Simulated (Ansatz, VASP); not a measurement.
## One calculation of Be, two programs

```
Be
1.0
     2.26996    0.00000    0.00000
    -1.13498    1.96584    0.00000
     0.00000    0.00000    3.56014
Be
2
Direct
  0.66667 0.33333 0.75000
  0.33333 0.66667 0.25000
```

Alike in both runs: task single point; functional PBE; k mesh 13 × 13 × 8; occupations fermi-dirac, width 0.05 eV; no spin polarisation.

|  | VASP | Ansatz |
| --- | --- | --- |
| version | VASP 6.6.1 | Ansatz 0.2.0 |
| potentials or method | VASP PAW PBE potentials, release 64 (Be) | SPMS NC |
| plane-wave cutoff (eV) | 520 | 707 |
| valence electrons in the cell | 4 | 8 |

Ansatz gave:

```
gap on the k mesh at the Fermi level (eV)                     : none
pressure (GPa)                                                : -0.2
traceless stress, the component that is largest in VASP (GPa) : -0.48
```

Estimate VASP's values.

gap on the k mesh at the Fermi level (eV): none; pressure (GPa): -0.3; traceless stress, the component that is largest in VASP (GPa): -0.48.

A gap of «none» marks a metal or a gap that the smearing closes. VASP's potentials hold 4 valence electrons a cell and Ansatz's 8, so a difference there can come from the potentials and not from the codes.
